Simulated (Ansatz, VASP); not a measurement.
## One calculation of CrC2, two programs

```
CELL_PARAMETERS angstrom
2.57629 0.00000 0.00000
-1.28815 2.23114 0.00000
0.00000 0.00000 7.51486
ATOMIC_POSITIONS crystal
Cr 0.33333 0.66667 0.25000
Cr 0.66667 0.33333 0.75000
C 0.66667 0.33333 0.46797
C 0.33333 0.66667 0.53203
C 0.33333 0.66667 0.96797
C 0.66667 0.33333 0.03203
```

Alike in both runs: functional PBE; k mesh 12 × 12 × 4; occupations gaussian, width 0.1 eV; collinear spin.

Ansatz relaxed the structure, and its values are those at the end. VASP's run is a single point on that final structure, the one shown.

|  | VASP | Ansatz |
| --- | --- | --- |
| version | VASP 6.6.1 | Ansatz 0.2.0 |
| potentials or method | VASP PAW PBE potentials, release 64 (Cr_pv, C), cutoff 600 eV | scalar-relativistic, plane waves, PAW |
| valence electrons in the cell | 40 | 44 |

VASP gave:

| Property | Result |
| --- | --- |
| gap on the k mesh at the Fermi level (eV) | none |
| pressure (GPa) | 0.1 |
| rms of the force components (eV/Å) | 0.005 |
| net moment per atom (μB) | 0.21 |
| size of the moment on the site where the two differ most (μB) | 0.61 |

Task: Estimate Ansatz's values.

Result: gap on the k mesh at the Fermi level (eV): none; pressure (GPa): 0.0; rms of the force components (eV/Å): 0.000; net moment per atom (μB): 0.20; size of the moment on the site where the two differ most (μB): 0.54.

Site moments also hang on the region over which each program counts them. A gap of «none» marks a metal or a gap that the smearing closes. VASP's potentials hold 40 valence electrons a cell and Ansatz's 44, so a difference there can come from the potentials and not from the codes.
